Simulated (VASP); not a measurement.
GeOs3: single point with LDA

The system is GeOs3.

```
CELL_PARAMETERS angstrom
5.32716 0.00000 0.00000
0.00000 4.28264 0.00000
0.00000 0.00000 4.50668
ATOMIC_POSITIONS crystal
Ge 0.00000 0.00000 0.33000
Ge 0.50000 0.50000 0.67000
Os 0.25000 0.00000 0.83300
Os 0.75000 0.00000 0.83300
Os 0.75000 0.50000 0.16700
Os 0.25000 0.50000 0.16700
Os 0.00000 0.50000 0.67000
Os 0.50000 0.00000 0.33000
```

```
Program                : VASP 6.6.1
Task                   : single point
Functional             : LDA
Potentials or basis    : VASP PAW LDA potentials, release 64 (Ge_d, Os)
Cutoff                 : 520 eV
k mesh                 : 4 × 4 × 4
Occupations            : fermi-dirac, width 0.1 eV
Spin                   : no spin polarisation
Dipole correction      : no
Further INCAR settings : ALGO = Normal; EDIFF = 1e-07; NBANDS = 48
```

```json
{
  "Pressure": "31.7 GPa",
  "Largest force": "0.850 eV/Å",
  "Band gap on the k mesh": "zero (bands 38 and 39 overlap by 0.25 eV)"
}
```

Forces on the atoms (eV/Å):
```
Ge   0.000  0.000  0.341
Ge   0.000  0.000 -0.341
Os   0.399  0.000  0.407
Os  -0.399  0.000  0.407
Os   0.399  0.000 -0.407
Os  -0.399  0.000 -0.407
Os   0.000  0.000 -0.850
Os   0.000  0.000  0.850
```

Stress tensor (GPa, compression positive):
```
32.35  0.00  0.00
 0.00 28.15  0.00
 0.00  0.00 34.60
```

Levels at points of the mesh, in eV from the Fermi level:
```tsv
k point	band 34	band 35	band 36	band 37	band 38	band 39	band 40	band 41	band 42	band 43
(0.00, 0.00, 0.00)	-1.05	-0.81	-0.48	-0.02	0.16	0.19	0.63	0.98	1.30	1.58
(0.50, 0.00, 0.00)	-1.50	-0.92	-0.92	-0.11	-0.11	0.14	0.14	1.00	1.00	1.48
(0.00, 0.50, 0.00)	-1.27	-0.71	-0.71	-0.42	-0.42	0.32	0.32	0.47	0.47	2.06
(0.50, 0.50, 0.00)	-2.16	-0.85	-0.85	-0.70	-0.70	-0.05	-0.05	1.16	1.16	1.71
(0.00, 0.00, 0.50)	-1.52	-0.95	-0.85	-0.76	-0.50	1.18	1.81	1.87	2.17	2.23
(0.50, 0.00, 0.50)	-1.96	-0.61	-0.61	-0.45	-0.45	0.41	0.41	0.92	0.92	1.46
(0.00, 0.50, 0.50)	-1.52	-0.82	-0.82	-0.66	-0.66	0.24	0.24	0.27	0.27	1.91
(0.50, 0.50, 0.50)	-1.64	-1.38	-1.38	-0.98	-0.98	0.35	0.35	0.85	0.85	1.30
```

Wall time 120 s on 1 thread of AMD EPYC 7R13 Processor (Zen 3), on a shared host, peak memory 0.21 GiB.

Caveat: the k points lie up to 0.37 Å⁻¹ apart; spin-orbit coupling is left out, which moves the levels of the heavy elements.
